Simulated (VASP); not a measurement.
Input of a VASP 6.6.1 run:

INCAR

```
ALGO = Normal
EDIFF = 1E-7
EDIFFG = -0.04
ENCUT = 600
GGA = PE
IBRION = 2
ISIF = 3
ISMEAR = 0
LASPH = True
LCHARG = False
LREAL = False
LWAVE = False
NELM = 60
NSW = 90
PREC = Accurate
SIGMA = 0.1
```

KPOINTS

```
k-points
0
Gamma
  4 4 6
```

File POSCAR:

```
Si2BN
1.0
    4.0590800000      0.0000000000      0.0000000000
    0.0000000000      4.0590800000      0.0000000000
    0.0000000000      0.0000000000      3.4637500800
Si B N
2 1 1
Direct
    0.5000000000      0.5000000000      0.5000000000
    0.0000000000      0.0000000000      0.0000000000
    0.0000000000      0.0000000000      0.5000000000
    0.5000000000      0.5000000000      0.0000000000
```

Potentials or basis: VASP PAW PBE potentials, release 64 (Si, B, N).

The run is started by

```sh
$ cat potpaw_PBE.64/Si/POTCAR potpaw_PBE.64/B/POTCAR potpaw_PBE.64/N/POTCAR > POTCAR
$ mpirun -np 1 vasp_std > vasp.out
```

**Question.** What does it give for the space group after relaxing (to 0.05 Å)?

**Answer.** P4/mmm (No. 123).

**Question.** Estimate the relaxed cell.

**Answer.** a = 3.047 Å, b = 3.047 Å, c = 4.027 Å, α = 90.00°, β = 90.00°, γ = 90.00°.

**Question.** Estimate the band gap on the k mesh.

**Answer.** Zero (band 8 reaches 11.59 eV, above the bottom of band 9 at 7.93 eV).

**Question.** Estimate the relaxed volume.

**Answer.** 9.35 Å³/atom.

Step by step:
```
step  energy change (eV)  largest force (eV/Å)  pressure (GPa)  volume (Å³)
   1              0.0000                0.0000           -0.78        57.07
   2             -0.4991                0.0000          -18.27        56.18
   3             -0.6876                0.0000          -24.11        55.37
   4             -1.1039                0.0000          -30.16        53.17
   5             -1.3818                0.0000          -30.09        51.63
   6             -2.1298                0.0000          -27.37        46.92
   7             -2.0077                0.0000           10.46        37.38
   8             -2.4114                0.0000          -21.56        43.89
   9             -2.4812                0.0000          -16.42        42.16
  10             -2.6300                0.0000          -15.90        41.60
  11             -3.0248                0.0000          -11.12        39.84
  12             -2.7848                0.0000           16.81        35.97
  13             -3.1639                0.0000           -7.53        38.77
  14             -3.1948                0.0000           -1.79        37.86
  15             -3.1976                0.0000           -3.64        38.12
  16             -3.1978                0.0000           -3.03        38.03
  17             -3.2048                0.0000           -1.91        37.75
  18             -3.2085                0.0000           -0.32        37.39
```

Caveat: the k points lie up to 0.52 Å⁻¹ apart in the final cell; the volume moved by over 15 % at a fixed basis, so the end points are rough.
